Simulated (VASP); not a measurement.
Runs of VASP 6.6.1 on InP. The structure is that of space group F-43m (No. 216), or close to it. The cells are those of the table. 

```tsv
level	cell	gap on the mesh (eV)	pressure (GPa)
BLYP+D3(BJ)	a = 4.121 Å, angles 60.0°, 2 atoms	0.72	2.8
PBE+D4	a = 4.144 Å, angles 60.0°, 2 atoms	0.71	1.0
BLYP+D3(BJ)	a = 4.233 Å, angles 60.0°, 2 atoms	0.27	(c)
PBE+D4	a = 4.109 Å, angles 60.0°, 2 atoms	(b)	2.9
r2SCAN+D4	a = 4.107 Å, angles 60.0°, 2 atoms	1.33	(a)
revPBE+D4	a = 4.187 Å, angles 60.0°, 2 atoms	0.64	-1.3
PBE	a = 4.144 Å, angles 60.0°, 2 atoms	0.71	(d)
PBE+D4	a = 4.154 Å, angles 60.0°, 2 atoms	0.67	0.5
```

Alike in all rows: task single point; potentials or basis VASP PAW PBE potentials, release 64 (In_d, P); no spin polarisation; k mesh 8 × 8 × 8; cutoff (eV) 520; smearing gaussian 0.05 eV.

Q: Estimate the missing entries.

A: (a) 3.0; (b) 0.85; (c) -2.2; (d) 3.3.

Caveats: spin-orbit coupling is left out, which moves the levels of the heavy elements; the PAW data sets were made with another functional, which shifts forces and pressure a little (some runs).

A k mesh can miss the band edges, and the runs leave out spin-orbit coupling on In.
